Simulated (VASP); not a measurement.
# MgO (P6_3/mmc) in VASP: further runs, part 2 of 2

VASP 6.6.1. The steps go on from the part before.

## (4) Single point, r2SCAN (volume changed by +3%)

POSCAR reads:

```
MgO
1.0
    3.5185172985      0.0000000000      0.0000000000
   -1.7592586493      3.0471253641      0.0000000000
    0.0000000000      0.0000000000      4.2267619764
Mg O
2 2
Direct
    0.3333333333      0.6666666667      0.2500000000
    0.6666666667      0.3333333333      0.7500000000
    0.6666666667      0.3333333333      0.2500000000
    0.3333333333      0.6666666667      0.7500000000
```

INCAR.step1 reads:

```
SYSTEM = MgO
PREC     = Accurate       ! precision mode
ENCUT    = 520            ! plane-wave cutoff, eV
ISMEAR   = 0              ! smearing method
SIGMA    = 0.01           ! smearing width, eV
LREAL    = .FALSE.        ! projectors in reciprocal space
LASPH    = .TRUE.         ! aspherical terms in the spheres
NELM     = 100            ! most SCF steps
NBANDS   = 16             ! bands
GGA      = PE             ! functional
ALGO     = Normal         ! electronic algorithm
EDIFF    = 1E-4           ! SCF threshold, eV
LWAVE    = .TRUE.         ! write WAVECAR
LCHARG   = .FALSE.        ! write CHGCAR
```

INCAR.step2 reads:

```
SYSTEM = MgO
PREC     = Accurate       ! precision mode
ENCUT    = 520            ! plane-wave cutoff, eV
EDIFF    = 1E-7           ! SCF threshold, eV
ISMEAR   = 0              ! smearing method
SIGMA    = 0.01           ! smearing width, eV
LREAL    = .FALSE.        ! projectors in reciprocal space
LASPH    = .TRUE.         ! aspherical terms in the spheres
NELM     = 100            ! most SCF steps
ALGO     = Normal         ! electronic algorithm
ISIF     = 2              ! what is computed and relaxed
LWAVE    = .FALSE.        ! write WAVECAR
LCHARG   = .TRUE.         ! write CHGCAR
METAGGA  = R2SCAN         ! meta-GGA
LMIXTAU  = .TRUE.       
LELF     = .TRUE.         ! ELF
LVHAR    = .TRUE.       
NBANDS   = 16             ! bands
ISTART   = 1
```

KPOINTS reads:

```
regular mesh
0
G
  9 9 6
  0 0 0
```

Launch:

```
$ cat potpaw_PBE.64/Mg/POTCAR potpaw_PBE.64/O/POTCAR > POTCAR
$ cp INCAR.step1 INCAR
$ mpirun -np 1 vasp_std > vasp.out
$ cp INCAR.step2 INCAR
$ mpirun -np 1 vasp_std > vasp.out
```

It took 3.4 min on 1 thread of Intel Xeon Platinum 8175M at 2.50GHz (Skylake/Cascade Lake), shared host; peak memory 0.18 GiB.

It converged, with:

* Free energy: -32.0488 eV
* Pressure: -4.6 GPa
* Band gap on the k mesh: 3.92 eV, direct

Stress tensor (GPa, compression positive):
```
-4.44  0.00  0.00
 0.00 -4.44  0.00
 0.00  0.00 -4.96
```

Levels at points of the mesh, in eV from the valence-band top:
| k point | band 4 | band 5 | band 6 | band 7 | band 8 | band 9 | band 10 | band 11 | band 12 | band 13 |
| --- | --- | --- | --- | --- | --- | --- | --- | --- | --- | --- |
| (0.00, 0.00, 0.00) | -1.71 | -1.71 | -0.80 | -0.80 | 0.00 | 3.92 | 10.13 | 12.91 | 13.26 | 13.26 |
| (0.00, 0.00, 0.50) | -2.36 | -1.27 | -1.27 | -1.27 | -1.27 | 6.96 | 6.96 | 13.64 | 13.64 | 13.64 |

Caveat: the PAW data sets were made with another functional, which shifts forces and pressure a little.

## (5) Single point, r2SCAN (volume changed by +6%)

POSCAR reads:

```
MgO
1.0
    3.5523512711      0.0000000000      0.0000000000
   -1.7761756356      3.0764264439      0.0000000000
    0.0000000000      0.0000000000      4.2674064119
Mg O
2 2
Direct
    0.3333333333      0.6666666667      0.2500000000
    0.6666666667      0.3333333333      0.7500000000
    0.6666666667      0.3333333333      0.2500000000
    0.3333333333      0.6666666667      0.7500000000
```

INCAR.step1 reads:

```
PREC = Accurate
ENCUT = 520
ISMEAR = 0
SIGMA = 0.01
LREAL = False
LASPH = True
NELM = 100
NBANDS = 16
GGA = PE
ALGO = Normal
EDIFF = 1E-4
LWAVE = True
LCHARG = False
```

INCAR.step2 reads:

```
PREC = Accurate
ENCUT = 520
EDIFF = 1E-7
ISMEAR = 0
SIGMA = 0.01
LREAL = False
LASPH = True
NELM = 100
ALGO = Normal
ISIF = 2
LWAVE = False
LCHARG = False
METAGGA = R2SCAN
LMIXTAU = True
NBANDS = 16
ISTART = 1
```

KPOINTS reads:

```
Automatic mesh
0
Gamma
  9 9 6
```

Potentials or basis: VASP PAW PBE potentials, release 64 (Mg, O).

Launch:

```
$ cat potpaw_PBE.64/Mg/POTCAR potpaw_PBE.64/O/POTCAR > POTCAR
$ cp INCAR.step1 INCAR
$ mpirun -np 1 vasp_std > vasp.out
$ cp INCAR.step2 INCAR
$ mpirun -np 1 vasp_std > vasp.out
```

OUTCAR:

```text
PREC = Accurate
   ENCUT = 520
   EDIFF = 1E-7
   ISMEAR = 0
   LREAL = False
   LASPH = True
   NELM = 100
   ISIF = 2
   METAGGA = R2SCAN
   ISTART = 1

 ion  position               nearest neighbor table
   1  0.333  0.667  0.250-   3 2.05   3 2.05   3 2.05   4 2.13   4 2.13   2 2.96   2 2.96   2 2.96
                             2 2.96   2 2.96   2 2.96
   2  0.667  0.333  0.750-   4 2.05   4 2.05   4 2.05   3 2.13   3 2.13   1 2.96   1 2.96   1 2.96
                             1 2.96   1 2.96   1 2.96
   3  0.667  0.333  0.250-   1 2.05   1 2.05   1 2.05   2 2.13   2 2.13
   4  0.333  0.667  0.750-   2 2.05   2 2.05   2 2.05   1 2.13   1 2.13

  LATTYP: Found a hexagonal cell.
 ALAT       =     3.5523512711
 C/A-ratio  =     1.2012906625

  Lattice vectors:

 A1 = (   3.5523512711,   0.0000000000,   0.0000000000)
 A2 = (  -1.7761756356,   3.0764264439,   0.0000000000)
 A3 = (   0.0000000000,   0.0000000000,   4.2674064119)

Analysis of symmetry for initial positions (statically):
=====================================================================
 Subroutine PRICEL returns:
 Original cell was already a primitive cell.

 Routine SETGRP: Setting up the symmetry group for a
 hexagonal supercell.

 Subroutine GETGRP returns: Found 24 space group operations
 (whereof 12 operations were pure point group operations)
 out of a pool of 24 trial point group operations.

The static configuration has the point symmetry D_3d.
 The point group associated with its full space group is D_6h.

Analysis of symmetry for dynamics (positions and initial velocities):
=====================================================================
 Subroutine PRICEL returns:
 Original cell was already a primitive cell.

 Routine SETGRP: Setting up the symmetry group for a
 hexagonal supercell.

 Subroutine GETGRP returns: Found 24 space group operations
 (whereof 12 operations were pure point group operations)
 out of a pool of 24 trial point group operations.
[... 122 lines left out ...]
   EFERMI_NEDOS =   21; number of points for ismear=-14 and -15
   IALGO  =     38    algorithm
   IMIX   =      4    mixing-type and parameters
     AMIX     =   0.40;   BMIX     =  1.00
     AMIX_MAG =   1.60;   BMIX_MAG =  1.00
  volume/ion in A,a.u.               =      11.66        78.68
  Fermi-wavevector in a.u.,A,eV,Ry     =   1.146056  2.165733 17.870509  1.313445
  Thomas-Fermi vector in A             =   2.282742
   LORBIT       =      0    0 simple, 1 ext, 2 COOP (PROOUT), +10 PAW based schemes
   METAGGA = R2SCAN    functional components
   LHFCALC =     F    Hartree Fock is set to
   AEXX    =    0.0000 exact exchange contribution
   IVDW    =     0    specifies the selected vdW correction
   LEPSILON=     F    determine dielectric tensor
   LRPA    =     F    only Hartree local field effects (RPA)
 non-spin polarized calculation
 Gauss-broadening in eV      SIGMA  =   0.01
  energy-cutoff  :      520.00
  volume of cell :       46.64
 maximum number of plane-waves:      1287
 NGX is ok and might be reduce to    28
   NGX = 13   NGY = 13   NGZ = 15

 number of electron      15.9999990 magnetization

 Free energy of the ion-electron system (eV)
  ---------------------------------------------------
  ext. energy  EPLUGINS =         0.00000000
  ---------------------------------------------------
  free energy    TOTEN  =       -31.99828984 eV

  energy without entropy =      -31.99828984  energy(sigma->0) =      -31.99828984

 E-fermi :   1.3715     XC(G=0): -10.2877

 val. band max:        1.2332562368   @ k =   0.0000   0.0000   0.0000
 cond. band min:       5.0060416825   @ k =   0.0000   0.0000   0.0000
 fundamental gap:      3.7727854457
 Fermi energy:         1.3714575317

 k-point     1 :       0.0000    0.0000    0.0000
  band No.  band energies     occupation
      1     -16.4099      2.00000
      2     -15.1885      2.00000
      3      -2.2399      2.00000
      4      -0.4222      2.00000
      5      -0.4222      2.00000
      6       0.4696      2.00000
[... 433 lines left out ...]
      3      -2.0728      2.00000
      4      -1.4413      2.00000
      5      -1.4413      2.00000
      6       0.1130      2.00000
[... 8 lines left out ...]
     15      15.8193      0.00000
     16      18.2314      0.00000

 [... further k-points ...]
[... 5 lines left out ...]
  --------------------------------------------------------------------------------------
  -------------------------------------------------------------------------------------
  Total       -2.2347079     -2.2347079     -2.4392408      0.0000000     -0.0000000      0.0000000
  in kB      -76.7723604    -76.7723604    -83.7989971      0.0000000     -0.0000000      0.0000000
  external PRESSURE =     -79.1145726 kB  Pullay stress =       0.0000000 kB

 VOLUME and BASIS-vectors are now :
 -----------------------------------------------------------------------------
  energy-cutoff  :      520.00
  volume of cell :       46.64
      direct lattice vectors                 reciprocal lattice vectors
     3.552351271  0.000000000  0.000000000     0.281503693  0.162526233  0.000000000
    -1.776175636  3.076426444  0.000000000     0.000000000  0.325052465  0.000000000
     0.000000000  0.000000000  4.267406412     0.000000000  0.000000000  0.234334372

 POSITION                                       TOTAL-FORCE (eV/Angst)
 -----------------------------------------------------------------------------------
     -0.00000      2.05095      1.06685        -0.000000      0.000000     -0.000000
      1.77618      1.02548      3.20055         0.000000     -0.000000     -0.000000
      1.77618      1.02548      1.06685        -0.000000      0.000000      0.000000
     -0.00000      2.05095      3.20055        -0.000000     -0.000000      0.000000
 -----------------------------------------------------------------------------------
    total drift:                               -0.000000      0.000000      0.000000

  FREE ENERGIE OF THE ION-ELECTRON SYSTEM (eV)
  ---------------------------------------------------
  free  energy   TOTEN  =       -31.9982898429 eV

  energy  without entropy=      -31.9982898429  energy(sigma->0) =      -31.99828984
```

OSZICAR.step1:

```text
N       E                     dE             d eps       ncg     rms          rms(c)
DAV:   1     0.548477550882E+02    0.54848E+02   -0.75465E+03  1560   0.888E+02
DAV:   2    -0.240593565281E+02   -0.78907E+02   -0.72326E+02  2144   0.190E+02
DAV:   3    -0.276003513507E+02   -0.35410E+01   -0.35322E+01  1736   0.416E+01
DAV:   4    -0.276156935853E+02   -0.15342E-01   -0.15342E-01  1872   0.313E+00
DAV:   5    -0.276157729294E+02   -0.79344E-04   -0.79344E-04  1720   0.217E-01    0.111E+01
DAV:   6    -0.237363542318E+02    0.38794E+01   -0.10642E+01  1632   0.249E+01    0.371E+00
DAV:   7    -0.236804251495E+02    0.55929E-01   -0.16238E-01  1560   0.329E+00    0.214E+00
DAV:   8    -0.236643083466E+02    0.16117E-01   -0.10540E-01  1584   0.343E+00    0.551E-01
DAV:   9    -0.236612491631E+02    0.30592E-02   -0.81150E-03  1864   0.806E-01    0.117E-01
DAV:  10    -0.236622224812E+02   -0.97332E-03   -0.92030E-04  1536   0.222E-01    0.351E-02
DAV:  11    -0.236622466972E+02   -0.24216E-04   -0.30899E-05  1240   0.426E-02
   1 F= -.23662247E+02 E0= -.23662247E+02  d E =-.676860E-47
```

Wall time 2.9 min (1 thread of Intel Xeon Platinum 8175M at 2.50GHz (Skylake/Cascade Lake), shared host); peak memory 0.18 GiB.

What came out:

```
Free energy            : -31.9983 eV
Pressure               : -7.9 GPa
Band gap on the k mesh : 3.77 eV, direct
```

Caveat: the PAW data sets were made with another functional, which shifts forces and pressure a little.

## (6) Single point, r2SCAN

POSCAR reads:

```
MgO
1.0
    3.4840198093      0.0000000000      0.0000000000
   -1.7420099047      3.0172496621      0.0000000000
    0.0000000000      0.0000000000      4.1853204648
Mg O
2 2
Direct
    0.3333333333      0.6666666667      0.2500000000
    0.6666666667      0.3333333333      0.7500000000
    0.6666666667      0.3333333333      0.2500000000
    0.3333333333      0.6666666667      0.7500000000
```

INCAR.step1 reads:

```
SYSTEM = MgO
PREC     = Accurate       ! precision mode
ENCUT    = 520            ! plane-wave cutoff, eV
ISMEAR   = 0              ! smearing method
SIGMA    = 0.01           ! smearing width, eV
LREAL    = .False.        ! projectors in reciprocal space
LASPH    = .True.         ! aspherical terms in the spheres
NELM     = 100            ! most SCF steps
NBANDS   = 16             ! bands
GGA      = PE             ! functional
ALGO     = Normal         ! electronic algorithm
EDIFF    = 1E-4           ! SCF threshold, eV
LWAVE    = .True.         ! write WAVECAR
LCHARG   = .False.        ! write CHGCAR
```

INCAR.step2 reads:

```
SYSTEM = MgO
PREC     = Accurate       ! precision mode
ENCUT    = 520            ! plane-wave cutoff, eV
EDIFF    = 1E-6           ! SCF threshold, eV
ISMEAR   = 0              ! smearing method
SIGMA    = 0.01           ! smearing width, eV
LREAL    = .False.        ! projectors in reciprocal space
LASPH    = .True.         ! aspherical terms in the spheres
NELM     = 100            ! most SCF steps
ALGO     = Normal         ! electronic algorithm
ISIF     = 2              ! what is computed and relaxed
LWAVE    = .False.        ! write WAVECAR
LCHARG   = .False.        ! write CHGCAR
METAGGA  = R2SCAN         ! meta-GGA
LMIXTAU  = .True.       
NBANDS   = 16             ! bands
ISTART   = 1
```

KPOINTS reads:

```
regular mesh
0
Gamma
  12 12 6
  0 0 0
```

Potentials or basis: VASP PAW PBE potentials, release 64 (Mg, O).

Launch:

```
$ cat potpaw_PBE.64/Mg/POTCAR potpaw_PBE.64/O/POTCAR > POTCAR
$ cp INCAR.step1 INCAR
$ mpirun -np 1 vasp_std > vasp.out
$ cp INCAR.step2 INCAR
$ mpirun -np 1 vasp_std > vasp.out
```

OUTCAR:

```text
SYSTEM = MgO
   PREC = Accurate
   ENCUT = 520
   EDIFF = 1E-6
   ISMEAR = 0
   LREAL = .False.
   LASPH = .True.
   NELM = 100
   ISIF = 2
   METAGGA = R2SCAN
   ISTART = 1

 ion  position               nearest neighbor table
   1  0.333  0.667  0.250-   3 2.01   3 2.01   3 2.01   4 2.09   4 2.09   2 2.90   2 2.90   2 2.90
                             2 2.90   2 2.90   2 2.90
   2  0.667  0.333  0.750-   4 2.01   4 2.01   4 2.01   3 2.09   3 2.09   1 2.90   1 2.90   1 2.90
                             1 2.90   1 2.90   1 2.90
   3  0.667  0.333  0.250-   1 2.01   1 2.01   1 2.01   2 2.09   2 2.09
   4  0.333  0.667  0.750-   2 2.01   2 2.01   2 2.01   1 2.09   1 2.09

  LATTYP: Found a hexagonal cell.
 ALAT       =     3.4840198093
 C/A-ratio  =     1.2012906625

  Lattice vectors:

 A1 = (   3.4840198093,   0.0000000000,   0.0000000000)
 A2 = (  -1.7420099047,   3.0172496621,   0.0000000000)
 A3 = (   0.0000000000,   0.0000000000,   4.1853204648)

Analysis of symmetry for initial positions (statically):
[... 176 lines left out ...]
  free energy    TOTEN  =       -32.06986387 eV

  energy without entropy =      -32.06986387  energy(sigma->0) =      -32.06986387

 E-fermi :   1.6937     XC(G=0): -10.5611

 val. band max:        1.5959768666   @ k =   0.0000   0.0000   0.0000
 cond. band min:       5.6759738995   @ k =   0.0000   0.0000   0.0000
 fundamental gap:      4.0799970329
 Fermi energy:         1.6936707265

 k-point     1 :       0.0000    0.0000    0.0000
  band No.  band energies     occupation
      1     -16.2964      2.00000
      2     -14.9330      2.00000
      3      -2.0853      2.00000
      4      -0.1708      2.00000
      5      -0.1708      2.00000
      6       0.7595      2.00000
[... 433 lines left out ...]
      3      -1.9132      2.00000
      4      -1.0678      2.00000
      5      -0.5667      2.00000
      6      -0.3495      2.00000
[... 8 lines left out ...]
     15      16.8642      0.00000
     16      17.1811      0.00000

 [... further k-points ...]
[... 5 lines left out ...]
  --------------------------------------------------------------------------------------
  -------------------------------------------------------------------------------------
  Total       -0.1818962     -0.1818962     -0.2641781      0.0000000      0.0000000      0.0000000
  in kB       -6.6238992     -6.6238992     -9.6202585      0.0000000      0.0000000      0.0000000
  external PRESSURE =      -7.6226856 kB  Pullay stress =       0.0000000 kB

 VOLUME and BASIS-vectors are now :
 -----------------------------------------------------------------------------
  energy-cutoff  :      520.00
  volume of cell :       44.00
      direct lattice vectors                 reciprocal lattice vectors
     3.484019809  0.000000000  0.000000000     0.287024774  0.165713831  0.000000000
    -1.742009905  3.017249662  0.000000000     0.000000000  0.331427662  0.000000000
     0.000000000  0.000000000  4.185320465     0.000000000  0.000000000  0.238930330

 POSITION                                       TOTAL-FORCE (eV/Angst)
 -----------------------------------------------------------------------------------
     -0.00000      2.01150      1.04633        -0.000000     -0.000000      0.000000
      1.74201      1.00575      3.13899         0.000000      0.000000      0.000000
      1.74201      1.00575      1.04633        -0.000000      0.000000      0.000000
     -0.00000      2.01150      3.13899         0.000000      0.000000      0.000000
 -----------------------------------------------------------------------------------
    total drift:                               -0.000000      0.000000     -0.000000

  FREE ENERGIE OF THE ION-ELECTRON SYSTEM (eV)
  ---------------------------------------------------
  free  energy   TOTEN  =       -32.0698638665 eV

  energy  without entropy=      -32.0698638665  energy(sigma->0) =      -32.06986387
```

OUTCAR.step1:

```text
SYSTEM = MgO
   PREC = Accurate
   ENCUT = 520
   ISMEAR = 0
   LREAL = .False.
   LASPH = .True.
   NELM = 100
[... 689 lines left out ...]
      1.74201      1.00575      3.13899         0.000000      0.000000      0.000000
      1.74201      1.00575      1.04633        -0.000000      0.000000      0.000000
     -0.00000      2.01150      3.13899        -0.000000      0.000000      0.000000
 -----------------------------------------------------------------------------------
    total drift:                               -0.000000      0.000000     -0.000000

  FREE ENERGIE OF THE ION-ELECTRON SYSTEM (eV)
  ---------------------------------------------------
  free  energy   TOTEN  =       -23.6579605981 eV

  energy  without entropy=      -23.6579605981  energy(sigma->0) =      -23.65796060
```

Wall time 4 min (1 thread of Intel Xeon Platinum 8175M at 2.50GHz (Skylake/Cascade Lake), shared host); peak memory 0.2 GiB.

Results:

```
Free energy            : -32.0699 eV
Pressure               : -0.8 GPa
Band gap on the k mesh : 4.08 eV, direct
```

Caveat: the PAW data sets were made with another functional, which shifts forces and pressure a little.

## (7) Overview

```csv
level,cell,k mesh,gap on the mesh (eV),pressure (GPa)
PBE,"a = 3.484, b = 3.484, c = 4.185 Å, angles 90.0, 90.0, 120.0°, 4 atoms",12 × 12 × 6,3.43,4.0
r2SCAN,"a = 3.484, b = 3.484, c = 4.185 Å, angles 90.0, 90.0, 120.0°, 4 atoms",9 × 9 × 6,4.08,-0.8
r2SCAN,"a = 3.519, b = 3.519, c = 4.227 Å, angles 90.0, 90.0, 120.0°, 4 atoms",9 × 9 × 6,3.92,-4.6
r2SCAN,"a = 3.552, b = 3.552, c = 4.267 Å, angles 90.0, 90.0, 120.0°, 4 atoms",9 × 9 × 6,3.77,-7.9
r2SCAN,"a = 3.484, b = 3.484, c = 4.185 Å, angles 90.0, 90.0, 120.0°, 4 atoms",12 × 12 × 6,4.08,-0.8
```

Alike in all rows: task single point; potentials or basis VASP PAW PBE potentials, release 64 (Mg, O); no spin polarisation; cutoff (eV) 520; smearing gaussian 0.01 eV.

On the cell as given the gap runs from 3.43 eV (PBE) to 4.08 eV (r2SCAN); the meshes differ, which moves gaps too. The pressure there spans -0.8 GPa (r2SCAN) to 4.0 GPa (PBE); a positive pressure means that this level wants a larger cell, a negative one a smaller.

Caveats: the PAW data sets were made with another functional, which shifts forces and pressure a little (some runs).

Absolute energies hang on the potentials; compare differences alone.
